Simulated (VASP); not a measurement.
# Ni (Fm-3m) in VASP: single point with r2SCAN

Aim: the single point of Ni with r2SCAN.

Everything below comes from runs of VASP 6.6.1. Logs are shortened: lines on timing, memory, paths and dates and some standing lists are left out, and cuts for length are marked.

## (1) The cell of the first run

Symmetry: Fm-3m, No. 225, cubic system. The conventional cell has a = 3.562 Å, b = 3.562 Å, c = 3.562 Å, α = 90.00°, β = 90.00°, γ = 90.00°. Ni (site symmetry m-3m) has 12 Ni at 2.52 Å within 3.3 Å.

## (2) Single point, r2SCAN, collinear spin, ferromagnetic start

The input, POSCAR:

```
Ni
1.0
    3.5620000000      1.7810000000      1.7810000000
    1.7810000000      3.5620000000      1.7810000000
    1.7810000000      1.7810000000      3.5620000000
Ni
2
Direct
    0.0000000000      0.0000000000      0.0000000000
    0.5000000000      0.5000000000      0.5000000000
```

The input, INCAR.step1:

```
SYSTEM = Ni
PREC = Accurate ; ENCUT = 520
ISMEAR = -1 ; SIGMA = 0.1
LREAL = .False. ; LASPH = .True.
NELM = 150 ; ISPIN = 2
MAGMOM = 2 2 ; LMAXMIX = 4
NBANDS = 21 ; GGA = PE
ALGO = Normal ; EDIFF = 1E-4
LWAVE = .True. ; LCHARG = .False.
```

The input, INCAR.step2:

```
SYSTEM = Ni
PREC = Accurate ; ENCUT = 520
EDIFF = 1E-6 ; ISMEAR = -1
SIGMA = 0.1 ; LREAL = .False.
LASPH = .True. ; NELM = 150
ALGO = Normal ; ISIF = 2
LWAVE = .False. ; LCHARG = .False.
ISPIN = 2 ; MAGMOM = 2 2
LORBIT = 11 ; LMAXMIX = 4
METAGGA = R2SCAN ; LMIXTAU = .True.
NBANDS = 21 ; ISTART = 1
```

The input, KPOINTS:

```
regular mesh
0
Gamma
  11 11 11
  0 0 0
```

Potentials or basis: VASP PAW PBE potentials, release 64 (Ni).

The run is started by

```
> cat potpaw_PBE.64/Ni/POTCAR > POTCAR
> cp INCAR.step1 INCAR
> mpirun -np 1 vasp_std > vasp.out
> cp INCAR.step2 INCAR
> mpirun -np 1 vasp_std > vasp.out
```

OUTCAR:

```text
SYSTEM = Ni
   PREC = Accurate
   ENCUT = 520
   EDIFF = 1E-6
   ISMEAR = -1
   LREAL = .False.
   LASPH = .True.
   NELM = 150
   ISIF = 2
   ISPIN = 2
   LORBIT = 11
   METAGGA = R2SCAN
   ISTART = 1

 ion  position               nearest neighbor table
   1  0.000  0.000  0.000-   2 2.52   2 2.52   2 2.52   2 2.52   2 2.52   2 2.52
   2  0.500  0.500  0.500-   1 2.52   1 2.52   1 2.52   1 2.52   1 2.52   1 2.52

  LATTYP: Found a trigonal (rhomboedric) cell.
 ALAT       =     4.3625412319
 COS(alpha) =     0.8333333333

  Lattice vectors:

 A1 = (   3.5620000000,   1.7810000000,   1.7810000000)
 A2 = (   1.7810000000,   3.5620000000,   1.7810000000)
 A3 = (   1.7810000000,   1.7810000000,   3.5620000000)

Analysis of symmetry for initial positions (statically):
=====================================================================
 Subroutine PRICEL returns following result:

  LATTYP: Found a face centered cubic cell.
 ALAT       =     3.5620000000

  Lattice vectors:

 A1 = (   0.0000000000,  -1.7810000000,   1.7810000000)
 A2 = (  -1.7810000000,   0.0000000000,   1.7810000000)
 A3 = (  -1.7810000000,  -1.7810000000,   0.0000000000)

   2 primitive cells build up your supercell.

 Routine SETGRP: Setting up the symmetry group for a
 trigonal (rhombohedral) supercell.

 Subroutine GETGRP returns: Found 12 space group operations
 (whereof 12 operations were pure point group operations)
 out of a pool of 12 trial point group operations.

The static configuration has the point symmetry D_3d.

Analysis of symmetry for dynamics (positions and initial velocities):
=====================================================================
 Subroutine PRICEL returns following result:

  LATTYP: Found a face centered cubic cell.
 ALAT       =     3.5620000000

  Lattice vectors:

 A1 = (   0.0000000000,  -1.7810000000,   1.7810000000)
 A2 = (  -1.7810000000,   0.0000000000,   1.7810000000)
 A3 = (  -1.7810000000,  -1.7810000000,   0.0000000000)

   2 primitive cells build up your supercell.

 Routine SETGRP: Setting up the symmetry group for a
 trigonal (rhombohedral) supercell.

 Subroutine GETGRP returns: Found 12 space group operations
 (whereof 12 operations were pure point group operations)
 out of a pool of 12 trial point group operations.

The dynamic configuration has the point symmetry D_3d.

Analysis of structural, dynamic, and magnetic symmetry:
=====================================================================
 Subroutine PRICEL returns following result:

  LATTYP: Found a face centered cubic cell.
 ALAT       =     3.5620000000

  Lattice vectors:

 A1 = (   0.0000000000,  -1.7810000000,   1.7810000000)
 A2 = (  -1.7810000000,   0.0000000000,   1.7810000000)
 A3 = (  -1.7810000000,  -1.7810000000,   0.0000000000)

   2 primitive cells build up your supercell.

 Routine SETGRP: Setting up the symmetry group for a
 trigonal (rhombohedral) supercell.

 Subroutine GETGRP returns: Found 12 space group operations
 (whereof 12 operations were pure point group operations)
 out of a pool of 12 trial point group operations.

The overall configuration has the point symmetry D_3d.

 Subroutine INISYM returns: Found 12 space group operations
 (whereof 12 operations are pure point group operations),
 and found     2 'primitive' translations

----------------------------------------------------------------------------------------

                                     Primitive cell

  volume of cell :      11.2985

  direct lattice vectors                    reciprocal lattice vectors
     0.000000000 -1.781000000  1.781000000     0.280741157 -0.280741157  0.280741157
    -1.781000000  0.000000000  1.781000000    -0.280741157  0.280741157  0.280741157
    -1.781000000 -1.781000000  0.000000000    -0.280741157 -0.280741157 -0.280741157

  length of vectors
     2.518714355  2.518714355  2.518714355     0.486257947  0.486257947  0.486257947

  position of ions in fractional coordinates (direct lattice)
     0.000000000  0.000000000  0.000000000

  ion indices of the primitive-cell ions
   primitive index   ion index
                 1           1

----------------------------------------------------------------------------------------

 KPOINTS: regular mesh

Automatic generation of k-mesh.
 Grid dimensions read from file:
 generate k-points for:   11   11   11

 Generating k-lattice:

  Cartesian coordinates                     Fractional coordinates (reciprocal lattice)
     0.038282885 -0.012760962 -0.012760962     0.090909091 -0.000000000 -0.000000000
    -0.012760962  0.038282885 -0.012760962    -0.000000000  0.090909091 -0.000000000
    -0.012760962 -0.012760962  0.038282885     0.000000000  0.000000000  0.090909091

  Length of vectors
     0.042323322  0.042323322  0.042323322

  Shift w.r.t. Gamma in fractional coordinates (k-lattice)
     0.000000000  0.000000000  0.000000000

 Subroutine IBZKPT returns following result:
 ===========================================

 Found    146 irreducible k-points:

 Following reciprocal coordinates:
            Coordinates               Weight
  0.000000  0.000000  0.000000      1.000000
  0.090909 -0.000000 -0.000000      6.000000
  0.181818 -0.000000 -0.000000      6.000000
  0.272727  0.000000  0.000000      6.000000
  0.363636 -0.000000 -0.000000      6.000000
  0.454545  0.000000  0.000000      6.000000
[... 16 lines left out ...]
 -0.272727  0.181818 -0.000000     12.000000
 -0.181818  0.181818  0.000000      6.000000
 [... further k-points ...]
   k-points           NKPTS =    146   k-points in BZ     NKDIM =    146   number of bands    NBANDS=     21
   number of dos      NEDOS =    301   number of ions     NIONS =      2
   total plane-waves  NPLWV =  32768
   dimension x,y,z NGX =    32 NGY =   32 NGZ =   32
   dimension x,y,z NGXF=    64 NGYF=   64 NGZF=   64
   ions per type =               2
   NGX,Y,Z   is equivalent  to a cutoff of  12.19, 12.19, 12.19 a.u.
   NGXF,Y,Z  is equivalent  to a cutoff of  24.39, 24.39, 24.39 a.u.
 SYSTEM =  Ni
   PREC   = accura    normal or accurate (medium, high low for compatibility)
   ISTART =      1    job   : 0-new  1-cont  2-samecut
   ICHARG =      0    charge: 1-file 2-atom 10-const
   ISPIN  =      2    spin polarized calculation?
   LNONCOLLINEAR =      F non collinear calculations
   LSORBIT =      F    spin-orbit coupling
   LASPH  =      T    aspherical Exc in radial PAW
   ENCUT  =  520.0 eV  38.22 Ry    6.18 a.u.   8.11  8.11  8.11*2*pi/ulx,y,z
   NELM   =    150;   NELMIN=  2; NELMDL=  0     # of ELM steps
   EDIFF  = 0.1E-05   stopping-criterion for ELM
   LREAL  =      F    real-space projection
   EDIFFG = 0.1E-04   stopping-criterion for IOM
   NSW    =      0    number of steps for IOM
   IBRION =     -1    ionic relax: 0-MD 1-quasi-New 2-CG
   NFREE  =      0    steps in history (QN), initial steepest desc. (CG)
   ISIF   =      2    stress and relaxation
   ISYM   =      2    0-nonsym 1-usesym 2-fastsym
   POTIM  = 0.5000    time-step for ionic-motion
   TEBEG  =    0.0;   TEEND  =   0.0 temperature during run
   PSTRESS=    0.0 pullay stress
   NELECT =      20.0000    total number of electrons
   NUPDOWN=      -1.0000    fix difference up-down
   EMIN   =  10.00;   EMAX   =-10.00  energy-range for DOS
   EFERMI =   0.00;   METHOD = LEGACY
   ISMEAR =    -1;   SIGMA  =   0.10  broadening in eV -4-tet -1-fermi 0-gaus
   EFERMI_NEDOS =   21; number of points for ismear=-14 and -15
   IALGO  =     38    algorithm
   IMIX   =      4    mixing-type and parameters
     AMIX     =   0.40;   BMIX     =  1.00
     AMIX_MAG =   1.60;   BMIX_MAG =  1.00
  volume/ion in A,a.u.               =      11.30        76.25
  Fermi-wavevector in a.u.,A,eV,Ry     =   1.571813  2.970296 33.614506  2.470597
  Thomas-Fermi vector in A             =   2.673341
   LORBIT       =     11    0 simple, 1 ext, 2 COOP (PROOUT), +10 PAW based schemes
   METAGGA = R2SCAN    functional components
   LHFCALC =     F    Hartree Fock is set to
   AEXX    =    0.0000 exact exchange contribution
   IVDW    =     0    specifies the selected vdW correction
   LEPSILON=     F    determine dielectric tensor
   LRPA    =     F    only Hartree local field effects (RPA)
 spin polarized calculation
  energy-cutoff  :      520.00
  volume of cell :       22.60
 maximum number of plane-waves:       624
   NGX = 17   NGY = 17   NGZ = 17

 number of electron      20.0000014 magnetization       1.4850828

 Free energy of the ion-electron system (eV)
  ---------------------------------------------------
  ext. energy  EPLUGINS =         0.00000000
  ---------------------------------------------------
  free energy    TOTEN  =       -23.86034607 eV

  energy without entropy =      -23.76758152  energy(sigma->0) =      -23.81396380

 E-fermi :   8.7946     XC(G=0): -14.1306

 val. band max:        8.7892748901   @ k =  -0.3636   0.2727   0.2727
 cond. band min:       8.7959820931   @ k =  -0.3636  -0.4545   0.2727
 fundamental gap:      0.0067072030
 Fermi energy:         8.7946294287

 spin component 1

 k-point     1 :       0.0000    0.0000    0.0000
  band No.  band energies     occupation
      1      -0.3363      1.00000
      2       3.7149      1.00000
      3       5.9328      1.00000
      4       5.9364      1.00000
      5       5.9364      1.00000
      6       6.0221      1.00000
[... 550 lines left out ...]
      5       5.5342      1.00000
      6       6.1165      1.00000
[... 13 lines left out ...]
     20      37.0490      0.00000
     21      38.4334      0.00000

 [... further k-points ...]

 spin component 2

 k-point     1 :       0.0000    0.0000    0.0000
  band No.  band energies     occupation
      1      -0.5959      1.00000
      2       4.4138      1.00000
      3       6.9602      1.00000
      4       6.9602      1.00000
      5       7.2983      1.00000
      6       7.2983      1.00000
[... 550 lines left out ...]
      5       6.5969      1.00000
      6       7.0955      1.00000
[... 13 lines left out ...]
     20      37.2124      0.00000
     21      38.3971      0.00000

 [... further k-points ...]

------------------------ aborting loop because EDIFF is reached ----------------------------------------

  FORCE on cell =-STRESS in cart. coord.  units (eV):
  Direction    XX          YY          ZZ          XY          YZ          ZX
  --------------------------------------------------------------------------------------
  -------------------------------------------------------------------------------------
  Total       -1.7506760     -1.7506760     -1.7506760     -0.0147585     -0.0147585     -0.0147585
  in kB     -124.1265313   -124.1265313   -124.1265313     -1.0464099     -1.0464099     -1.0464099
  external PRESSURE =    -124.1265313 kB  Pullay stress =       0.0000000 kB

 VOLUME and BASIS-vectors are now :
 -----------------------------------------------------------------------------
  energy-cutoff  :      520.00
  volume of cell :       22.60
      direct lattice vectors                 reciprocal lattice vectors
     3.562000000  1.781000000  1.781000000     0.421111735 -0.140370578 -0.140370578
     1.781000000  3.562000000  1.781000000    -0.140370578  0.421111735 -0.140370578
     1.781000000  1.781000000  3.562000000    -0.140370578 -0.140370578  0.421111735

 POSITION                                       TOTAL-FORCE (eV/Angst)
 -----------------------------------------------------------------------------------
      0.00000      0.00000      0.00000        -0.000000      0.000000      0.000000
      3.56200      3.56200      3.56200         0.000000     -0.000000     -0.000000
 -----------------------------------------------------------------------------------
    total drift:                               -0.000000      0.000000      0.000000

  FREE ENERGIE OF THE ION-ELECTRON SYSTEM (eV)
  ---------------------------------------------------
  free  energy   TOTEN  =       -23.8603460709 eV

  energy  without entropy=      -23.7675815195  energy(sigma->0) =      -23.81396380

 total charge

# of ion       s       p       d       tot
------------------------------------------
    1        0.498   0.487   8.294   9.279
    2        0.498   0.487   8.294   9.279
--------------------------------------------------
tot          0.996   0.973  16.589  18.558

 magnetization (x)

# of ion       s       p       d       tot
------------------------------------------
    1       -0.010  -0.041   0.823   0.771
    2       -0.010  -0.041   0.823   0.771
--------------------------------------------------
tot         -0.020  -0.083   1.646   1.543
```

Run time: 11 min. Hardware: 1 thread of Intel Xeon 8259CL, shared host; peak memory 0.28 GiB.

Results:

| Item | Value |
| --- | --- |
| Free energy | -23.8603 eV |
| Pressure | -12.4 GPa |
| Net moment | 1.49 μB per cell |
| Site moments | Ni +0.77 μB |
| Valence electrons inside the program's atomic spheres | Ni 9.28 |

Levels at points of the mesh, in eV from the Fermi level:
Spin up:
| k point | band 7 | band 8 | band 9 | band 10 | band 11 | band 12 | band 13 | band 14 | band 15 | band 16 |
| --- | --- | --- | --- | --- | --- | --- | --- | --- | --- | --- |
| (0.00, 0.00, 0.00) | -2.77 | -1.63 | -1.63 | -1.08 | -1.08 | -0.33 | 5.37 | 22.67 | 24.21 | 24.96 |
Spin down:
| k point | band 7 | band 8 | band 9 | band 10 | band 11 | band 12 |
| --- | --- | --- | --- | --- | --- | --- |
| (0.00, 0.00, 0.00) | -1.49 | -0.86 | -0.86 | -0.55 | 0.18 | 0.18 |

Caveat: the cell stands under tension; the PAW data sets were made with another functional, which shifts forces and pressure a little.
